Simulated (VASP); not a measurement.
# FeI2 (Fm-3m) in VASP: single point with LDA+U

Aim: the single point of FeI2 with LDA+U.

Program: VASP 6.6.1. These are calculated values, not measurements. Logs are shortened: lines on timing, memory, paths and dates and some standing lists are left out, and cuts for length are marked.

### Step 1. The cell of the first run

Symmetry: Fm-3m, No. 225, cubic system. The conventional cell has a = 7.142 Å, b = 7.142 Å, c = 7.142 Å, α = 90.00°, β = 90.00°, γ = 90.00°. Fe (site symmetry m-3m) has 8 I at 3.09 Å within 4.1 Å. I (site symmetry -43m) has 4 Fe at 3.09 Å and 6 I at 3.57 Å within 4.1 Å.

### Step 2. Single point, LDA+U, collinear spin, ferromagnetic start

The input, INCAR:

```
ALGO     = Normal         # electronic algorithm
EDIFF    = 1E-6           # SCF threshold, eV
ENCUT    = 520            # plane-wave cutoff, eV
ISIF     = 2              # what is computed and relaxed
ISMEAR   = 0              # smearing method
ISPIN    = 2              # spin polarisation
LASPH    = T              # aspherical terms in the spheres
LCHARG   = F              # write CHGCAR
LDAU     = T              # DFT+U
LDAUJ    = 0.7 0        
LDAUL    = 2 -1           # shell
LDAUPRINT= 1            
LDAUTYPE = 1            
LDAUU    = 7 0            # U, eV
LMAXMIX  = 4              # l up to which the mixer works
LORBIT   = 11             # projections on sites
LREAL    = F              # projectors in reciprocal space
LWAVE    = F              # write WAVECAR
MAGMOM   = 4 4 0 0 0 0    # initial moments
NBANDS   = 35             # bands
NELM     = 150            # most SCF steps
PREC     = Accurate       # precision mode
SIGMA    = 0.05           # smearing width, eV
```

The input, KPOINTS:

```
k-points
0
Gamma
  5 5 5
```

The input, POSCAR:

```
FeI2
1.0
    0.0000000000      3.5711740900      3.5711740900
    3.5711740900      0.0000000000      3.5711740900
    7.1423481800      7.1423481800      0.0000000000
Fe I
2 4
Direct
    0.0000000000      0.0000000000      0.0000000000
    0.0000000000      0.0000000000      0.5000000000
    0.2500000000      0.2500000000      0.1250000000
    0.7500000000      0.7500000000      0.3750000000
    0.2500000000      0.2500000000      0.6250000000
    0.7500000000      0.7500000000      0.8750000000
```

Potentials or basis: VASP PAW LDA potentials, release 64 (Fe, I).

Command:

```console
cat potpaw_LDA.64/Fe/POTCAR potpaw_LDA.64/I/POTCAR > POTCAR
mpirun -np 1 vasp_std > vasp.out
```

OUTCAR:

```text
EDIFF = 1E-6
   ENCUT = 520
   ISIF = 2
   ISMEAR = 0
   ISPIN = 2
   LASPH = T
   LORBIT = 11
   LREAL = F
   NELM = 150
   PREC = Accurate

 ion  position               nearest neighbor table
   1  0.000  0.000  0.000-   6 3.09   6 3.09   3 3.09   4 3.09   5 3.09   6 3.09   3 3.09   3 3.09

   2  0.000  0.000  0.500-   4 3.09   4 3.09   3 3.09   4 3.09   5 3.09   6 3.09   5 3.09   5 3.09

   3  0.250  0.250  0.125-   1 3.09   1 3.09   1 3.09   2 3.09
   4  0.750  0.750  0.375-   1 3.09   2 3.09   2 3.09   2 3.09
   5  0.250  0.250  0.625-   2 3.09   2 3.09   1 3.09   2 3.09
   6  0.750  0.750  0.875-   1 3.09   2 3.09   1 3.09   1 3.09

  LATTYP: Found a trigonal (rhomboedric) cell.
 ALAT       =     8.7475543031
 COS(alpha) =     0.8333333333

  Lattice vectors:

 A1 = (   7.1423481800,   3.5711740900,  -3.5711740900)
 A2 = (   3.5711740900,   3.5711740900,  -7.1423481800)
 A3 = (   3.5711740900,   7.1423481800,  -3.5711740900)

Analysis of symmetry for initial positions (statically):
=====================================================================
 Subroutine PRICEL returns following result:

  LATTYP: Found a face centered cubic cell.
 ALAT       =     7.1423481800
[... 12 lines left out ...]
 Subroutine GETGRP returns: Found 12 space group operations
 (whereof 12 operations were pure point group operations)
 out of a pool of 12 trial point group operations.

The static configuration has the point symmetry D_3d.

Analysis of symmetry for dynamics (positions and initial velocities):
=====================================================================
 Subroutine PRICEL returns following result:

  LATTYP: Found a face centered cubic cell.
 ALAT       =     7.1423481800
[... 12 lines left out ...]
 Subroutine GETGRP returns: Found 12 space group operations
 (whereof 12 operations were pure point group operations)
 out of a pool of 12 trial point group operations.

The dynamic configuration has the point symmetry D_3d.

Analysis of structural, dynamic, and magnetic symmetry:
=====================================================================
 Subroutine PRICEL returns following result:

  LATTYP: Found a face centered cubic cell.
 ALAT       =     7.1423481800
[... 12 lines left out ...]
 Subroutine GETGRP returns: Found 12 space group operations
 (whereof 12 operations were pure point group operations)
 out of a pool of 12 trial point group operations.

The overall configuration has the point symmetry D_3d.

 Subroutine INISYM returns: Found 12 space group operations
 (whereof 12 operations are pure point group operations),
 and found     2 'primitive' translations

----------------------------------------------------------------------------------------

                                     Primitive cell

  volume of cell :      91.0884

  direct lattice vectors                    reciprocal lattice vectors
     0.000000000  3.571174090  3.571174090    -0.140009976  0.140009976  0.140009976
     3.571174090  0.000000000  3.571174090     0.140009976 -0.140009976  0.140009976
     3.571174090  3.571174090  0.000000000     0.140009976  0.140009976 -0.140009976

  length of vectors
     5.050402832  5.050402832  5.050402832     0.242504393  0.242504393  0.242504393

  position of ions in fractional coordinates (direct lattice)
     0.000000000  0.000000000  0.000000000
     0.250000000  0.250000000  0.250000000
     0.750000000  0.750000000  0.750000000

  ion indices of the primitive-cell ions
   primitive index   ion index
                 1           1
                 2           3
                 3           6

----------------------------------------------------------------------------------------

 KPOINTS: k-points

Automatic generation of k-mesh.
 Grid dimensions read from file:
 generate k-points for:    5    5    5

 Generating k-lattice:

[... 109 lines left out ...]

spin component  2

  0.0190  0.0000 -0.0006  0.0000 -0.0000
  0.0000  0.0190 -0.0003 -0.0000  0.0005
 -0.0006 -0.0003  0.9263 -0.0003 -0.0000
  0.0000 -0.0000 -0.0003  0.0190 -0.0005
 -0.0000  0.0005 -0.0000 -0.0005  0.9263

 occupancies and eigenvectors

  o =  0.0189  v =  0.0000  0.0000  0.0000  0.0000  0.0000  0.5774 -0.5774  0.0000 -0.5774  0.0000      0.0000  0.0000  0.0000  0.0000  0.0000  0.0000  0.0000  0.0000  0.0000  0.0000
  o =  0.0190  v =  0.0000  0.0000  0.0000  0.0000  0.0000  0.8104  0.4915  0.0008  0.3188 -0.0001      0.0000  0.0000  0.0000  0.0000  0.0000  0.0000  0.0000  0.0000  0.0000  0.0000
  o =  0.0190  v =  0.0000  0.0000  0.0000  0.0000  0.0000  0.0997 -0.6520  0.0001  0.7517  0.0008      0.0000  0.0000  0.0000  0.0000  0.0000  0.0000  0.0000  0.0000  0.0000  0.0000
  o =  0.9263  v =  0.0000  0.0000  0.0000  0.0000  0.0000  0.0000  0.0006 -0.0000 -0.0006  1.0000      0.0000  0.0000  0.0000  0.0000  0.0000  0.0000  0.0000  0.0000  0.0000  0.0000
  o =  0.9263  v =  0.0000  0.0000  0.0000  0.0000  0.0000  0.0007  0.0003 -1.0000  0.0003 -0.0000      0.0000  0.0000  0.0000  0.0000  0.0000  0.0000  0.0000  0.0000  0.0000  0.0000
  o =  0.9355  v =  0.0135  0.0127 -0.8916  0.0008  0.4525  0.0000  0.0000  0.0000  0.0000  0.0000      0.0000  0.0000  0.0000  0.0000  0.0000  0.0000  0.0000  0.0000  0.0000  0.0000
  o =  0.9355  v =  0.0069 -0.0083 -0.4525  0.0151 -0.8916  0.0000  0.0000  0.0000  0.0000  0.0000      0.0000  0.0000  0.0000  0.0000  0.0000  0.0000  0.0000  0.0000  0.0000  0.0000
  o =  0.9529  v =  0.5774 -0.5774  0.0000 -0.5774 -0.0000  0.0000  0.0000  0.0000  0.0000  0.0000      0.0000  0.0000  0.0000  0.0000  0.0000  0.0000  0.0000  0.0000  0.0000  0.0000
  o =  0.9539  v =  0.3295 -0.4821  0.0075  0.8116  0.0170  0.0000  0.0000  0.0000  0.0000  0.0000      0.0000  0.0000  0.0000  0.0000  0.0000  0.0000  0.0000  0.0000  0.0000  0.0000
  o =  0.9539  v =  0.7469  0.6588  0.0170  0.0881 -0.0075  0.0000  0.0000  0.0000  0.0000  0.0000      0.0000  0.0000  0.0000  0.0000  0.0000  0.0000  0.0000  0.0000  0.0000  0.0000

atom =   2  type =  1  l = 2

 onsite density matrix

spin component  1

  0.9535  0.0003  0.0003  0.0003  0.0000
  0.0003  0.9535  0.0001 -0.0003 -0.0002
  0.0003  0.0001  0.9355  0.0001 -0.0000
  0.0003 -0.0003  0.0001  0.9535  0.0002
  0.0000 -0.0002 -0.0000  0.0002  0.9355

spin component  2

  0.0190  0.0000 -0.0006  0.0000  0.0000
  0.0000  0.0190 -0.0003 -0.0000  0.0005
 -0.0006 -0.0003  0.9263 -0.0003 -0.0000
  0.0000 -0.0000 -0.0003  0.0190 -0.0005
  0.0000  0.0005 -0.0000 -0.0005  0.9263

 occupancies and eigenvectors

  o =  0.0189  v =  0.0000  0.0000  0.0000  0.0000  0.0000  0.5774 -0.5774  0.0000 -0.5774  0.0000      0.0000  0.0000  0.0000  0.0000  0.0000  0.0000  0.0000  0.0000  0.0000  0.0000
  o =  0.0190  v =  0.0000  0.0000  0.0000  0.0000  0.0000  0.8129  0.4731  0.0008  0.3398 -0.0001      0.0000  0.0000  0.0000  0.0000  0.0000  0.0000  0.0000  0.0000  0.0000  0.0000
  o =  0.0190  v =  0.0000  0.0000  0.0000  0.0000  0.0000  0.0770 -0.6655  0.0001  0.7424  0.0008      0.0000  0.0000  0.0000  0.0000  0.0000  0.0000  0.0000  0.0000  0.0000  0.0000
  o =  0.9263  v =  0.0000  0.0000  0.0000  0.0000  0.0000  0.0007  0.0003 -1.0000  0.0003  0.0000      0.0000  0.0000  0.0000  0.0000  0.0000  0.0000  0.0000  0.0000  0.0000  0.0000
  o =  0.9263  v =  0.0000  0.0000  0.0000  0.0000  0.0000  0.0000  0.0006  0.0000 -0.0006  1.0000      0.0000  0.0000  0.0000  0.0000  0.0000  0.0000  0.0000  0.0000  0.0000  0.0000
  o =  0.9355  v = -0.0001  0.0131  0.0044 -0.0132  0.9998  0.0000  0.0000  0.0000  0.0000  0.0000      0.0000  0.0000  0.0000  0.0000  0.0000  0.0000  0.0000  0.0000  0.0000  0.0000
  o =  0.9355  v =  0.0152  0.0076 -0.9998  0.0075  0.0044  0.0000  0.0000  0.0000  0.0000  0.0000      0.0000  0.0000  0.0000  0.0000  0.0000  0.0000  0.0000  0.0000  0.0000  0.0000
  o =  0.9529  v =  0.5774 -0.5774 -0.0000 -0.5774 -0.0000  0.0000  0.0000  0.0000  0.0000  0.0000      0.0000  0.0000  0.0000  0.0000  0.0000  0.0000  0.0000  0.0000  0.0000  0.0000
  o =  0.9539  v = -0.1109  0.6450 -0.0025 -0.7559 -0.0184  0.0000  0.0000  0.0000  0.0000  0.0000      0.0000  0.0000  0.0000  0.0000  0.0000  0.0000  0.0000  0.0000  0.0000  0.0000
  o =  0.9539  v =  0.8088  0.5004  0.0184  0.3084 -0.0025  0.0000  0.0000  0.0000  0.0000  0.0000      0.0000  0.0000  0.0000  0.0000  0.0000  0.0000  0.0000  0.0000  0.0000  0.0000

 number of electron      43.9999992 magnetization       4.8111208

 Free energy of the ion-electron system (eV)
  ---------------------------------------------------
  ext. energy  EPLUGINS =         0.00000000
  ---------------------------------------------------
  free energy    TOTEN  =       -17.81756661 eV

  energy without entropy =      -17.81190483  energy(sigma->0) =      -17.81473572

 E-fermi :   3.7342     XC(G=0):  -9.3565

 val. band max:        3.7180561640   @ k =   0.4000   0.2000   0.2000
 cond. band min:       3.7538366957   @ k =  -0.2000   0.2000   0.0000
 fundamental gap:      0.0357805316
 Fermi energy:         3.7342224473

 spin component 1

 k-point     1 :       0.0000    0.0000    0.0000
  band No.  band energies     occupation
      1      -9.6130      1.00000
      2      -8.6402      1.00000
      3      -8.5900      1.00000
      4      -7.4763      1.00000
      5      -0.4141      1.00000
      6      -0.4141      1.00000
[... 692 lines left out ...]
     33      10.3948      0.00000
     34      10.9918      0.00000
 Fermi energy:         3.7342224473

 spin component 2

 k-point     1 :       0.0000    0.0000    0.0000
  band No.  band energies     occupation
      1      -9.7235      1.00000
      2      -8.7438      1.00000
      3      -8.7209      1.00000
      4      -7.6232      1.00000
      5       0.5479      1.00000
      6       0.5495      1.00000
[... 692 lines left out ...]
     33      11.0011      0.00000
     34      11.2071      0.00000
 [bands above 34 left out]

------------------------ aborting loop because EDIFF is reached ----------------------------------------

  FORCE on cell =-STRESS in cart. coord.  units (eV):
  Direction    XX          YY          ZZ          XY          YZ          ZX
  --------------------------------------------------------------------------------------
  -------------------------------------------------------------------------------------
  Total       -3.6113597     -3.6113597     -3.6113597     -0.0303189      0.0303189      0.0303189
  in kB      -31.7605692    -31.7605692    -31.7605692     -0.2666435      0.2666435      0.2666435
  external PRESSURE =     -31.7605692 kB  Pullay stress =       0.0000000 kB

 VOLUME and BASIS-vectors are now :
 -----------------------------------------------------------------------------
  energy-cutoff  :      520.00
  volume of cell :      182.18
      direct lattice vectors                 reciprocal lattice vectors
     0.000000000  3.571174090  3.571174090    -0.140009976  0.140009976  0.140009976
     3.571174090  0.000000000  3.571174090     0.140009976 -0.140009976  0.140009976
     7.142348180  7.142348180  0.000000000     0.070004988  0.070004988 -0.070004988

 POSITION                                       TOTAL-FORCE (eV/Angst)
 -----------------------------------------------------------------------------------
      0.00000      0.00000      0.00000         0.000000     -0.000000     -0.000000
      3.57117      3.57117      0.00000         0.000000     -0.000000     -0.000000
      1.78559      1.78559      1.78559         0.001786      0.001786     -0.001786
      5.35676      5.35676      5.35676        -0.001786     -0.001786      0.001786
      5.35676      5.35676      1.78559         0.001786      0.001786     -0.001786
      8.92794      8.92794      5.35676        -0.001786     -0.001786      0.001786
 -----------------------------------------------------------------------------------
    total drift:                                0.000000      0.000000      0.000000

  FREE ENERGIE OF THE ION-ELECTRON SYSTEM (eV)
  ---------------------------------------------------
  free  energy   TOTEN  =       -17.8175666096 eV

  energy  without entropy=      -17.8119048285  energy(sigma->0) =      -17.81473572

 total charge

# of ion       s       p       d       tot
------------------------------------------
    1        0.184   0.147   6.613   6.944
    2        0.184   0.147   6.613   6.944
    3        1.538   2.675   0.025   4.238
    4        1.538   2.675   0.025   4.238
    5        1.538   2.675   0.025   4.238
    6        1.538   2.675   0.025   4.238
--------------------------------------------------
tot          6.520  10.996  13.326  30.842

 magnetization (x)

# of ion       s       p       d       tot
------------------------------------------
    1        0.016   0.009   2.815   2.840
    2        0.016   0.009   2.815   2.840
    3        0.000  -0.179   0.001  -0.178
    4        0.000  -0.179   0.001  -0.178
    5        0.000  -0.179   0.001  -0.178
    6        0.000  -0.179   0.001  -0.178
--------------------------------------------------
tot          0.032  -0.698   5.634   4.968
```

Run time: 8.4 min. Hardware: 1 thread of AMD EPYC 7R43 (Zen 3), shared host; peak memory 0.37 GiB.

What came out:

| Item | Value |
| --- | --- |
| Free energy | -17.8176 eV |
| Pressure | -3.2 GPa |
| Net moment | 4.81 μB per cell |
| Site moments | Fe +2.84; I -0.18 μB |
| Valence electrons inside the program's atomic spheres | Fe 6.94; I 4.24 |

Levels at points of the mesh, in eV from the Fermi level:
Spin up:
| k point | band 22 | band 23 | band 24 | band 25 | band 26 | band 27 | band 28 | band 29 |
| --- | --- | --- | --- | --- | --- | --- | --- | --- |
| (0.00, 0.00, 0.00) | -0.81 | -0.81 | -0.66 | -0.66 | -0.66 | 2.14 | 3.84 | 3.84 |
Spin down:
```
           k point  band 17  band 18  band 19  band 20  band 21  band 22  band 23  band 24
(0.00, 0.00, 0.00)    -0.57    -0.57    -0.29    -0.29     2.63     3.98     3.98     3.98
```

Eigenvalues of the final occupation matrices:
```
    site  spin  trace               eigenvalues
site 1 d     1   4.73  0.94 0.94 0.95 0.95 0.95
site 1 d     2   1.91  0.02 0.02 0.02 0.93 0.93
site 2 d     1   4.73  0.94 0.94 0.95 0.95 0.95
site 2 d     2   1.91  0.02 0.02 0.02 0.93 0.93
```

Caveat: the cell stands under tension; spin-orbit coupling is left out, which moves the levels of the heavy elements. The state reached can hang on the start; a lower one may exist.
